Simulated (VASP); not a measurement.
The system is SiC (Moissanite).

```
Si C
1.0
     3.07600    0.00000    0.00000
    -1.53800    2.66389    0.00000
     0.00000    0.00000    5.04800
Si C
2 2
Direct
  0.33333 0.66667 0.00000
  0.66667 0.33333 0.50000
  0.33333 0.66667 0.38500
  0.66667 0.33333 0.88500
```

```yaml
Program: VASP 6.6.1
Task: relaxation of cell and atoms
Functional: PBEsol
Potentials_or_basis: VASP PAW PBE potentials, release 64 (Si, C)
Cutoff: 600 eV
k_mesh: 12 × 12 × 6
Occupations: fermi-dirac, width 0.02 eV
Spin: no spin polarisation
```

At the start: pressure 0.5 GPa; volume 10.34 Å³/atom.

Task: How do energy, volume and symmetry change on relaxing?

Result: Over 7 steps the energy falls by 9.0 meV/atom and the volume is 10.35 Å³/atom (+0.1 %); space group P6_3mc (No. 186, to 0.05 Å).

Step by step:
```
step  energy change (eV)  largest force (eV/Å)  pressure (GPa)  volume (Å³)
   1              0.0000                0.7509            0.48        41.36
   2             -0.0027                0.6809           -0.53        41.55
   3             -0.0330                0.0717           -0.34        41.46
   4             -0.0360                0.0152            0.27        41.35
   5             -0.0361                0.0040            0.19        41.37
   6             -0.0361                0.0050           -0.15        41.43
   7             -0.0361                0.0011            0.00        41.40
```

Final structure:
```
CELL_PARAMETERS angstrom
3.07694 0.00000 0.00000
-1.53847 2.66471 0.00000
0.00000 0.00000 5.04953
ATOMIC_POSITIONS crystal
Si 0.33333 0.66667 0.00459
Si 0.66667 0.33333 0.50459
C 0.33333 0.66667 0.38041
C 0.66667 0.33333 0.88041
```

Caveat: the PAW data sets were made with another functional, which shifts forces and pressure a little.
